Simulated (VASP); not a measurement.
BeTl2:

```xyz
6
Lattice="5.2964 0.0000 0.0000 0.0000 5.2964 0.0000 0.0000 0.0000 5.2964" Properties=species:S:1:pos:R:3 pbc="T T T"
Be    0.0000    0.0000    0.0000
Be    2.6482    2.6482    2.6482
Tl    1.3241    1.3241    1.3241
Tl    1.3241    3.9723    3.9723
Tl    3.9723    3.9723    1.3241
Tl    3.9723    1.3241    3.9723
```

- Program: VASP 6.6.1
- Task: relaxation of cell and atoms
- Functional: PBE
- Potentials or basis: VASP PAW PBE potentials, release 64 (Be, Tl_d)
- Cutoff: 600 eV
- k mesh: 4 × 4 × 4
- Occupations: gaussian, width 0.1 eV
- Spin: no spin polarisation

At the start: pressure 5.4 GPa; volume 24.76 Å³/atom.

Task: Where does the relaxation end?

Result: Over 3 steps the energy falls by 52.3 meV/atom and the volume is 28.32 Å³/atom (+14.4 %); space group Pn-3m (No. 224, to 0.1 Å) before and after.

Step by step:
| step | energy change (eV) | largest force (eV/Å) | pressure (GPa) | volume (Å³) |
| --- | --- | --- | --- | --- |
| 1 | 0.0000 | 0.0000 | 5.41 | 148.57 |
| 2 | -0.3106 | 0.0000 | 0.44 | 167.29 |
| 3 | -0.3137 | 0.0000 | -0.05 | 169.92 |

Final structure:
```xyz
6
Lattice="5.5388 0.0000 0.0000 0.0000 5.5388 0.0000 0.0000 0.0000 5.5388" Properties=species:S:1:pos:R:3 pbc="T T T"
Be    0.0000    0.0000    0.0000
Be    2.7694    2.7694    2.7694
Tl    1.3847    1.3847    1.3847
Tl    1.3847    4.1541    4.1541
Tl    4.1541    4.1541    1.3847
Tl    4.1541    1.3847    4.1541
```
